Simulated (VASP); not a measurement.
# Nd (Im-3m) in VASP: density of states with PBE

Aim: the density of states of Nd with PBE.

Everything below comes from runs of VASP 6.6.1. Logs are shortened: lines on timing, memory, paths and dates and some standing lists are left out, and cuts for length are marked.

## 1. The cell of the first run

It takes space group Im-3m (No. 229, cubic). The conventional cell has a = 4.153 Å, b = 4.153 Å, c = 4.153 Å, α = 90.00°, β = 90.00°, γ = 90.00°. Within 4.7 Å of Nd (site symmetry m-3m) lie 14 Nd at 3.60 to 4.15 Å.

## 2. Density of states, PBE, collinear spin, ferromagnetic start

The input, POSCAR:

```
Nd
1.0
   -2.0766577930      2.0766577930      2.0766577930
    2.0766577930     -2.0766577930      2.0766577930
    2.0766577930      2.0766577930     -2.0766577930
Nd
1
Direct
    0.0000000000      0.0000000000      0.0000000000
```

The input, INCAR.step1:

```
  PREC = Accurate
  ENCUT = 520
  EDIFF = 1E-6
  ISMEAR = 0
  SIGMA = 0.05
  LREAL = F
  LASPH = T
  NELM = 150
  ALGO = Normal
  ISIF = 2
  LWAVE = F
  LCHARG = T
  ISPIN = 2
  MAGMOM = 4.02
  LMAXMIX = 6
  GGA = PE
  NBANDS = 17
```

The input, KPOINTS.step1:

```
Automatic mesh
0
Gamma
  14 14 14
```

The input, INCAR.step2:

```
  PREC = Accurate
  ENCUT = 520
  EDIFF = 1E-6
  ISMEAR = -5
  SIGMA = 0.05
  LREAL = F
  LASPH = T
  NELM = 150
  ALGO = Normal
  ISIF = 2
  LWAVE = F
  LCHARG = F
  ISPIN = 2
  MAGMOM = 4.02
  LORBIT = 11
  LMAXMIX = 6
  GGA = PE
  NEDOS = 2001
  ICHARG = 11
```

The input, KPOINTS.step2:

```
Automatic mesh
0
Gamma
  21 21 21
```

Potentials or basis: VASP PAW PBE potentials, release 64 (Nd).

Run with:

```sh
cat potpaw_PBE.64/Nd/POTCAR > POTCAR
cp INCAR.step1 INCAR
cp KPOINTS.step1 KPOINTS
mpirun -np 1 vasp_std > vasp.out
cp INCAR.step2 INCAR
cp KPOINTS.step2 KPOINTS
mpirun -np 1 vasp_std > vasp.out
```

OUTCAR:

```text
PREC = Accurate
   ENCUT = 520
   EDIFF = 1E-6
   ISMEAR = -5
   LREAL = F
   LASPH = T
   NELM = 150
   ISIF = 2
   ISPIN = 2
   LORBIT = 11
   GGA = PE
   ICHARG = 11

 ion  position               nearest neighbor table
   1  0.000  0.000  0.000-

  LATTYP: Found a body centered cubic cell.
 ALAT       =     4.1533155860

  Lattice vectors:

 A1 = (  -2.0766577930,   2.0766577930,   2.0766577930)
 A2 = (   2.0766577930,  -2.0766577930,   2.0766577930)
 A3 = (   2.0766577930,   2.0766577930,  -2.0766577930)

Analysis of symmetry for initial positions (statically):
=====================================================================
 Subroutine PRICEL returns:
 Original cell was already a primitive cell.

 Routine SETGRP: Setting up the symmetry group for a
 body centered cubic supercell.

 Subroutine GETGRP returns: Found 48 space group operations
 (whereof 48 operations were pure point group operations)
 out of a pool of 48 trial point group operations.

The static configuration has the point symmetry O_h .

Analysis of symmetry for dynamics (positions and initial velocities):
=====================================================================
 Subroutine PRICEL returns:
 Original cell was already a primitive cell.

 Routine SETGRP: Setting up the symmetry group for a
 body centered cubic supercell.

 Subroutine GETGRP returns: Found 48 space group operations
 (whereof 48 operations were pure point group operations)
 out of a pool of 48 trial point group operations.

The dynamic configuration has the point symmetry O_h .

Analysis of structural, dynamic, and magnetic symmetry:
=====================================================================
 Subroutine PRICEL returns:
 Original cell was already a primitive cell.

 Routine SETGRP: Setting up the symmetry group for a
 body centered cubic supercell.

 Subroutine GETGRP returns: Found 48 space group operations
 (whereof 48 operations were pure point group operations)
 out of a pool of 48 trial point group operations.

The overall configuration has the point symmetry O_h .

 Subroutine INISYM returns: Found 48 space group operations
 (whereof 48 operations are pure point group operations),
 and found     1 'primitive' translations

----------------------------------------------------------------------------------------

                                     Primitive cell

  volume of cell :      35.8224

  direct lattice vectors                    reciprocal lattice vectors
    -2.076657793  2.076657793  2.076657793     0.000000000  0.240771494  0.240771494
     2.076657793 -2.076657793  2.076657793     0.240771494  0.000000000  0.240771494
     2.076657793  2.076657793 -2.076657793     0.240771494  0.240771494  0.000000000

  length of vectors
     3.596876807  3.596876807  3.596876807     0.340502313  0.340502313  0.340502313

  position of ions in fractional coordinates (direct lattice)
     0.000000000  0.000000000  0.000000000

  ion indices of the primitive-cell ions
   primitive index   ion index
                 1           1

----------------------------------------------------------------------------------------

 KPOINTS: Automatic mesh

Automatic generation of k-mesh.
 Grid dimensions read from file:
 generate k-points for:   21   21   21

 Generating k-lattice:

  Cartesian coordinates                     Fractional coordinates (reciprocal lattice)
     0.000000000  0.011465309  0.011465309     0.047619048  0.000000000  0.000000000
     0.011465309  0.000000000  0.011465309     0.000000000  0.047619048  0.000000000
     0.011465309  0.011465309  0.000000000     0.000000000  0.000000000  0.047619048

  Length of vectors
     0.016214396  0.016214396  0.016214396

  Shift w.r.t. Gamma in fractional coordinates (k-lattice)
     0.000000000  0.000000000  0.000000000

 TETIRR: Found  10986 inequivalent tetrahedra from    55566

 Subroutine IBZKPT returns following result:
 ===========================================

 Found    286 irreducible k-points:

 Following reciprocal coordinates:
            Coordinates               Weight
  0.000000  0.000000  0.000000      1.000000
  0.047619  0.000000  0.000000     12.000000
  0.095238  0.000000  0.000000     12.000000
  0.142857  0.000000  0.000000     12.000000
  0.190476  0.000000  0.000000     12.000000
  0.238095  0.000000  0.000000     12.000000
[... 16 lines left out ...]
  0.142857  0.095238  0.000000     48.000000
  0.190476  0.095238  0.000000     48.000000
 [... further k-points ...]
   k-points           NKPTS =    286   k-points in BZ     NKDIM =    286   number of bands    NBANDS=     13
   number of dos      NEDOS =   2001   number of ions     NIONS =      1
   total plane-waves  NPLWV =  21952
   dimension x,y,z NGX =    28 NGY =   28 NGZ =   28
   dimension x,y,z NGXF=    56 NGYF=   56 NGZF=   56
   ions per type =               1
   NGX,Y,Z   is equivalent  to a cutoff of  12.94, 12.94, 12.94 a.u.
   NGXF,Y,Z  is equivalent  to a cutoff of  25.88, 25.88, 25.88 a.u.
 SYSTEM =  unknown system
   PREC   = accura    normal or accurate (medium, high low for compatibility)
   ISTART =      0    job   : 0-new  1-cont  2-samecut
   ICHARG =     11    charge: 1-file 2-atom 10-const
   ISPIN  =      2    spin polarized calculation?
   LNONCOLLINEAR =      F non collinear calculations
   LSORBIT =      F    spin-orbit coupling
   LASPH  =      T    aspherical Exc in radial PAW
   ENCUT  =  520.0 eV  38.22 Ry    6.18 a.u.   6.69  6.69  6.69*2*pi/ulx,y,z
   NELM   =    150;   NELMIN=  2; NELMDL=  0     # of ELM steps
   EDIFF  = 0.1E-05   stopping-criterion for ELM
   LREAL  =      F    real-space projection
   EDIFFG = 0.1E-04   stopping-criterion for IOM
   NSW    =      0    number of steps for IOM
   IBRION =     -1    ionic relax: 0-MD 1-quasi-New 2-CG
   NFREE  =      0    steps in history (QN), initial steepest desc. (CG)
   ISIF   =      2    stress and relaxation
   ISYM   =      2    0-nonsym 1-usesym 2-fastsym
   POTIM  = 0.5000    time-step for ionic-motion
   TEBEG  =    0.0;   TEEND  =   0.0 temperature during run
   PSTRESS=    0.0 pullay stress
   NELECT =      14.0000    total number of electrons
   NUPDOWN=      -1.0000    fix difference up-down
   EMIN   =  10.00;   EMAX   =-10.00  energy-range for DOS
   EFERMI =   0.00;   METHOD = LEGACY
   ISMEAR =    -5;   SIGMA  =   0.05  broadening in eV -4-tet -1-fermi 0-gaus
   EFERMI_NEDOS =   21; number of points for ismear=-14 and -15
   IALGO  =     38    algorithm
   IMIX   =      4    mixing-type and parameters
     AMIX     =   0.40;   BMIX     =  1.00
     AMIX_MAG =   1.60;   BMIX_MAG =  1.00
  volume/ion in A,a.u.               =      35.82       241.74
  Fermi-wavevector in a.u.,A,eV,Ry     =   1.196922  2.261855 19.492015  1.432623
  Thomas-Fermi vector in A             =   2.332850
   LORBIT       =     11    0 simple, 1 ext, 2 COOP (PROOUT), +10 PAW based schemes
   GGA     = PE    functional components
   LHFCALC =     F    Hartree Fock is set to
   AEXX    =    0.0000 exact exchange contribution
   IVDW    =     0    specifies the selected vdW correction
   LEPSILON=     F    determine dielectric tensor
   LRPA    =     F    only Hartree local field effects (RPA)
 spin polarized calculation
 Fermi weights with tetrahedron method with Bloechl corrections
  energy-cutoff  :      520.00
  volume of cell :       35.82
 maximum number of plane-waves:       976

 number of electron      14.0000001 magnetization       3.9359624

 Free energy of the ion-electron system (eV)
  ---------------------------------------------------
  ext. energy  EPLUGINS =         0.00000000
  ---------------------------------------------------
  free energy    TOTEN  =        -6.35460294 eV

  energy without entropy =       -6.35460294  energy(sigma->0) =       -6.35460294

 E-fermi :   4.3878     XC(G=0):  -9.6888

 val. band max:        4.3945384036   @ k =   0.2857   0.2857   0.0476
 cond. band min:       4.3802228545   @ k =  -0.3333   0.3810   0.2381
 fundamental gap:     -0.0143155491
 Fermi energy:         4.3877524730

 spin component 1

 k-point     1 :       0.0000    0.0000    0.0000
  band No.  band energies     occupation
      1     -32.9152      1.00000
      2     -13.6396      1.00000
      3     -13.6396      1.00000
      4     -13.6396      1.00000
      5       0.4230      1.00000
      6       4.2056      1.00000
      7       4.4392      0.00000
      8       4.4396      0.00000
      9       4.4396      0.00000
     10       4.7583      0.00000
     11       4.7586      0.00000
     12       4.7586      0.00000
     13       6.0390      0.00000
[... 353 lines left out ...]
 k-point    24 :       0.1905    0.0952    0.0000
  band No.  band energies     occupation
      1     -32.8515      1.00000
      2     -14.1754      1.00000
      3     -13.7966      1.00000
      4     -13.6764      1.00000
      5       1.9717      1.00000
      6       4.0240      1.00000
      7       4.3271      1.00000
      8       4.3534      1.00288
      9       4.3827      0.75808
     10       4.4784     -0.00464
     11       4.6688      0.00000
     12       4.8417      0.00000
     13       5.4899      0.00000

 [... further k-points ...]

 spin component 2

 k-point     1 :       0.0000    0.0000    0.0000
  band No.  band energies     occupation
      1     -31.2944      1.00000
      2     -12.3540      1.00000
      3     -12.3540      1.00000
      4     -12.3540      1.00000
      5       1.1093      1.00000
      6       6.2212      0.00000
      7       6.2212      0.00000
      8       6.2212      0.00000
      9       6.8343      0.00000
     10       6.8343      0.00000
     11       6.8344      0.00000
     12       7.3206      0.00000
     13       7.3206      0.00000
[... 353 lines left out ...]
 k-point    24 :       0.1905    0.0952    0.0000
  band No.  band energies     occupation
      1     -31.2238      1.00000
      2     -12.9367      1.00000
      3     -12.5230      1.00000
      4     -12.3941      1.00000
      5       2.6867      1.00000
      6       5.4902      0.00000
      7       5.6517      0.00000
      8       6.2724      0.00000
      9       6.7089      0.00000
     10       6.8656      0.00000
     11       7.0535      0.00000
     12       7.1913      0.00000
     13       7.2583      0.00000

 [... further k-points ...]
[... 5 lines left out ...]
  --------------------------------------------------------------------------------------
  -------------------------------------------------------------------------------------
  Total        1.6951420      1.6951420      1.6951420      0.0000000      0.0000000      0.0000000
  in kB       75.8161726     75.8161726     75.8161726      0.0000000      0.0000000      0.0000000
  external PRESSURE =      75.8161726 kB  Pullay stress =       0.0000000 kB

 VOLUME and BASIS-vectors are now :
 -----------------------------------------------------------------------------
  energy-cutoff  :      520.00
  volume of cell :       35.82
      direct lattice vectors                 reciprocal lattice vectors
    -2.076657793  2.076657793  2.076657793     0.000000000  0.240771494  0.240771494
     2.076657793 -2.076657793  2.076657793     0.240771494  0.000000000  0.240771494
     2.076657793  2.076657793 -2.076657793     0.240771494  0.240771494  0.000000000

 POSITION                                       TOTAL-FORCE (eV/Angst)
 -----------------------------------------------------------------------------------
      0.00000      0.00000      0.00000         0.000000      0.000000     -0.000000
 -----------------------------------------------------------------------------------
    total drift:                                0.000000     -0.000000     -0.000000

  FREE ENERGIE OF THE ION-ELECTRON SYSTEM (eV)
  ---------------------------------------------------
  free  energy   TOTEN  =        -6.3546029355 eV

  energy  without entropy=       -6.3546029355  energy(sigma->0) =       -6.35460294

 total charge

# of ion       s       p       d       f       tot
--------------------------------------------------
    1        2.026   5.383   0.502   3.331  11.242

 magnetization (x)

# of ion       s       p       d       f       tot
--------------------------------------------------
    1       -0.009  -0.101   0.156   3.310   3.356
```

Wall time 3.4 min (1 thread of Intel Xeon 6975P-C (Granite Rapids), shared host); peak memory 0.37 GiB.

Results:

* Net moment: 3.94 μB per cell
* Site moments: Nd +3.36 μB
* Valence electrons inside the program's atomic spheres: Nd 11.24

Caveat: the magnetic or orbital state may not be the lowest; spin-orbit coupling is left out, which moves the levels of the heavy elements; tetrahedron occupations give inexact forces and stress in metals.
